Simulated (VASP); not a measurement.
# Li (Im-3m) in VASP: notebook

The runs below take Li through single point, with revPBE.

Everything below comes from runs of VASP 6.6.1. Logs are shortened: lines on timing, memory, paths and dates and some standing lists are left out, and cuts for length are marked.

### 1 The cell of the first run

Symmetry: Im-3m, No. 229, cubic system. The conventional cell has a = 3.529 Å, b = 3.529 Å, c = 3.529 Å, α = 90.00°, β = 90.00°, γ = 90.00°. Li (site symmetry m-3m) has 14 Li at 3.06 to 3.53 Å within 4.0 Å.

### 2 Single point, revPBE (21.98 Å³/atom)

The input, INCAR:

```
PREC = Accurate ; ENCUT = 520
EDIFF = 1E-7 ; ISMEAR = -1
SIGMA = 0.1 ; LREAL = False
LASPH = True ; NELM = 100
ALGO = Normal ; ISIF = 2
LWAVE = False ; LCHARG = False
GGA = RE ; NBANDS = 8
```

The input, KPOINTS:

```
Automatic mesh
0
Gamma
  21 21 21
```

The input, POSCAR:

```
Li
1.0
   -1.7646927649      1.7646927649      1.7646927649
    1.7646927649     -1.7646927649      1.7646927649
    1.7646927649      1.7646927649     -1.7646927649
Li
1
Direct
    0.0000000000      0.0000000000      0.0000000000
```

Potentials or basis: VASP PAW PBE potentials, release 64 (Li_sv).

Started as:

```bash
cat potpaw_PBE.64/Li_sv/POTCAR > POTCAR
mpirun -np 1 vasp_std > vasp.out
```

OUTCAR:

```text
PREC = Accurate
   ENCUT = 520
   EDIFF = 1E-7
   ISMEAR = -1
   LREAL = False
   LASPH = True
   NELM = 100
   ISIF = 2
   GGA = RE

 ion  position               nearest neighbor table
   1  0.000  0.000  0.000-

  LATTYP: Found a body centered cubic cell.
 ALAT       =     3.5293855298

  Lattice vectors:

 A1 = (  -1.7646927649,   1.7646927649,   1.7646927649)
 A2 = (   1.7646927649,  -1.7646927649,   1.7646927649)
 A3 = (   1.7646927649,   1.7646927649,  -1.7646927649)

Analysis of symmetry for initial positions (statically):
=====================================================================
 Subroutine PRICEL returns:
 Original cell was already a primitive cell.

 Routine SETGRP: Setting up the symmetry group for a
 body centered cubic supercell.

 Subroutine GETGRP returns: Found 48 space group operations
 (whereof 48 operations were pure point group operations)
 out of a pool of 48 trial point group operations.

The static configuration has the point symmetry O_h .

Analysis of symmetry for dynamics (positions and initial velocities):
=====================================================================
 Subroutine PRICEL returns:
 Original cell was already a primitive cell.

 Routine SETGRP: Setting up the symmetry group for a
 body centered cubic supercell.

 Subroutine GETGRP returns: Found 48 space group operations
 (whereof 48 operations were pure point group operations)
 out of a pool of 48 trial point group operations.

The dynamic configuration has the point symmetry O_h .

 Subroutine INISYM returns: Found 48 space group operations
 (whereof 48 operations are pure point group operations),
 and found     1 'primitive' translations

----------------------------------------------------------------------------------------

                                     Primitive cell

  volume of cell :      21.9820

  direct lattice vectors                    reciprocal lattice vectors
    -1.764692765  1.764692765  1.764692765     0.000000000  0.283335439  0.283335439
     1.764692765 -1.764692765  1.764692765     0.283335439  0.000000000  0.283335439
     1.764692765  1.764692765 -1.764692765     0.283335439  0.283335439  0.000000000

  length of vectors
     3.056537529  3.056537529  3.056537529     0.400696821  0.400696821  0.400696821

[... 77 lines left out ...]
   NELM   =    100;   NELMIN=  2; NELMDL= -5     # of ELM steps
   EDIFF  = 0.1E-06   stopping-criterion for ELM
   LREAL  =      F    real-space projection
   EDIFFG = 0.1E-05   stopping-criterion for IOM
   NSW    =      0    number of steps for IOM
   IBRION =     -1    ionic relax: 0-MD 1-quasi-New 2-CG
   NFREE  =      0    steps in history (QN), initial steepest desc. (CG)
   ISIF   =      2    stress and relaxation
   ISYM   =      2    0-nonsym 1-usesym 2-fastsym
   POTIM  = 0.5000    time-step for ionic-motion
   TEBEG  =    0.0;   TEEND  =   0.0 temperature during run
   PSTRESS=    0.0 pullay stress
   NELECT =       3.0000    total number of electrons
   NUPDOWN=      -1.0000    fix difference up-down
   EMIN   =  10.00;   EMAX   =-10.00  energy-range for DOS
   EFERMI =   0.00;   METHOD = LEGACY
   ISMEAR =    -1;   SIGMA  =   0.10  broadening in eV -4-tet -1-fermi 0-gaus
   EFERMI_NEDOS =   21; number of points for ismear=-14 and -15
   IALGO  =     38    algorithm
   IMIX   =      4    mixing-type and parameters
     AMIX     =   0.40;   BMIX     =  1.00
     AMIX_MAG =   1.60;   BMIX_MAG =  1.00
  volume/ion in A,a.u.               =      21.98       148.34
  Fermi-wavevector in a.u.,A,eV,Ry     =   0.842868  1.592789  9.665935  0.710426
  Thomas-Fermi vector in A             =   1.957644
   LORBIT       =      0    0 simple, 1 ext, 2 COOP (PROOUT), +10 PAW based schemes
   GGA     = RE    functional components
   LHFCALC =     F    Hartree Fock is set to
   AEXX    =    0.0000 exact exchange contribution
   IVDW    =     0    specifies the selected vdW correction
   LEPSILON=     F    determine dielectric tensor
   LRPA    =     F    only Hartree local field effects (RPA)
 non-spin polarized calculation
  energy-cutoff  :      520.00
  volume of cell :       21.98
 maximum number of plane-waves:       607
   NGX = 11   NGY = 11   NGZ = 11

 number of electron       2.9999995 magnetization

 Free energy of the ion-electron system (eV)
  ---------------------------------------------------
  ext. energy  EPLUGINS =         0.00000000
  ---------------------------------------------------
  free energy    TOTEN  =        -1.81548992 eV

  energy without entropy =       -1.79915502  energy(sigma->0) =       -1.80732247

 E-fermi :   0.4864     XC(G=0):  -6.7724

 val. band max:        0.4594345222   @ k =   0.2381   0.1905   0.0952
 cond. band min:       0.5107642106   @ k =   0.2857   0.1429   0.0952
 fundamental gap:      0.0513296884
 Fermi energy:         0.4863977679

 k-point     1 :       0.0000    0.0000    0.0000
  band No.  band energies     occupation
      1     -46.3467      2.00000
      2      -2.9943      2.00000
      3      14.4743      0.00000
      4      14.4743      0.00000
      5      14.4744      0.00000
      6      18.8611      0.00000
      7      18.8611      0.00000
      8      18.8611      0.00000
[... 243 lines left out ...]
 k-point    24 :       0.1905    0.0952    0.0000
  band No.  band energies     occupation
      1     -46.3398      2.00000
      2      -1.8206      2.00000
      3       9.1366      0.00000
      4      10.9152      0.00000
      5      12.3084      0.00000
      6      16.2150      0.00000
      7      16.4977      0.00000
      8      19.1611      0.00000

 [... further k-points ...]

------------------------ aborting loop because EDIFF is reached ----------------------------------------

  FORCE on cell =-STRESS in cart. coord.  units (eV):
  Direction    XX          YY          ZZ          XY          YZ          ZX
  --------------------------------------------------------------------------------------
  -------------------------------------------------------------------------------------
  Total       -0.0709101     -0.0709101     -0.0709101      0.0000000     -0.0000000      0.0000000
  in kB       -5.1683423     -5.1683423     -5.1683423      0.0000000     -0.0000000      0.0000000
  external PRESSURE =      -5.1683423 kB  Pullay stress =       0.0000000 kB

 VOLUME and BASIS-vectors are now :
 -----------------------------------------------------------------------------
  energy-cutoff  :      520.00
  volume of cell :       21.98
      direct lattice vectors                 reciprocal lattice vectors
    -1.764692765  1.764692765  1.764692765     0.000000000  0.283335439  0.283335439
     1.764692765 -1.764692765  1.764692765     0.283335439  0.000000000  0.283335439
     1.764692765  1.764692765 -1.764692765     0.283335439  0.283335439  0.000000000

 POSITION                                       TOTAL-FORCE (eV/Angst)
 -----------------------------------------------------------------------------------
      0.00000      0.00000      0.00000        -0.000000      0.000000      0.000000
 -----------------------------------------------------------------------------------
    total drift:                                0.000000      0.000000     -0.000000

  FREE ENERGIE OF THE ION-ELECTRON SYSTEM (eV)
  ---------------------------------------------------
  free  energy   TOTEN  =        -1.8154899161 eV

  energy  without entropy=       -1.7991550152  energy(sigma->0) =       -1.80732247
```

OSZICAR:

```text
N       E                     dE             d eps       ncg     rms          rms(c)
DAV:   1    -0.432574939856E-02   -0.43257E-02   -0.71485E+02  4592   0.261E+02
DAV:   2    -0.179148650864E+01   -0.17872E+01   -0.17358E+01  6712   0.351E+01
DAV:   3    -0.181661914746E+01   -0.25133E-01   -0.25106E-01  5200   0.305E+00
DAV:   4    -0.181693331348E+01   -0.31417E-03   -0.31415E-03  6848   0.312E-01
DAV:   5    -0.181693444007E+01   -0.11266E-05   -0.11266E-05  5416   0.127E-02    0.230E-01
DAV:   6    -0.181594119873E+01    0.99324E-03   -0.16546E-04  7160   0.721E-02    0.137E-01
DAV:   7    -0.181549409841E+01    0.44710E-03   -0.43059E-04  6936   0.111E-01    0.230E-02
DAV:   8    -0.181549256318E+01    0.15352E-05   -0.19497E-06  5128   0.106E-02    0.184E-03
DAV:   9    -0.181549073738E+01    0.18258E-05   -0.89262E-08  7264   0.223E-03    0.285E-04
DAV:  10    -0.181549004644E+01    0.69093E-06   -0.37891E-09  2944   0.530E-04    0.125E-04
DAV:  11    -0.181548993400E+01    0.11244E-06   -0.71888E-10  2608   0.219E-04    0.239E-05
DAV:  12    -0.181548991609E+01    0.17909E-07   -0.11106E-10  2480   0.920E-05
   1 F= -.18154899E+01 E0= -.18073225E+01  d E =-.163349E-01
```

It took 11 s on 1 thread of Intel Xeon 6975P-C (Granite Rapids), shared host; peak memory 0.15 GiB.

What came out:

| Item | Value |
| --- | --- |
| Free energy | -1.8155 eV |
| Band gap on the k mesh | zero (an odd number of electrons rules out a gap without spin polarisation) |

Caveat: the cutoff is under 1.25 times the usual one of these potentials, so pressure, stress and relaxed cells hold a basis-set (Pulay) error; the PAW data sets were made with another functional, which shifts forces and pressure a little.

### 3 Single point, revPBE (22.83 Å³/atom)

This run uses another cell than the first one, of 22.83 Å³/atom.

The input, INCAR:

```
SYSTEM = Li
PREC = Accurate
ENCUT = 520
EDIFF = 1E-6
ISMEAR = -1
SIGMA = 0.1
LREAL = .False.
LASPH = .True.
NELM = 80
ALGO = Normal
ISIF = 2
LWAVE = .False.
LCHARG = .False.
GGA = RE
NBANDS = 8
```

The input, KPOINTS:

```
Automatic mesh
0
Gamma
  21 21 21
  0 0 0
```

The input, POSCAR:

```
Li
1.0
   -1.7870330197      1.7870330197      1.7870330197
    1.7870330197     -1.7870330197      1.7870330197
    1.7870330197      1.7870330197     -1.7870330197
Li
1
Direct
    0.0000000000      0.0000000000      0.0000000000
```

Potentials or basis: VASP PAW PBE potentials, release 64 (Li_sv).

Started as:

```bash
cat potpaw_PBE.64/Li_sv/POTCAR > POTCAR
mpirun -np 1 vasp_std > vasp.out
```

Run time: 10 s. Hardware: 1 thread of Intel Xeon 6975P-C (Granite Rapids), shared host; peak memory 0.15 GiB.

Results (log left out):

| Item | Value |
| --- | --- |
| Free energy | -1.8122 eV |
| Band gap on the k mesh | zero (an odd number of electrons rules out a gap without spin polarisation) |

Levels at points of the mesh, in eV from the Fermi level:
| k point | band 1 | band 2 | band 3 | band 4 | band 5 |
| --- | --- | --- | --- | --- | --- |
| (0.00, 0.00, 0.00) | -46.90 | -3.43 | 13.61 | 13.61 | 13.62 |

Caveat: the cutoff is under 1.25 times the usual one of these potentials, so pressure, stress and relaxed cells hold a basis-set (Pulay) error; the PAW data sets were made with another functional, which shifts forces and pressure a little.

[end of part 1 of 2]
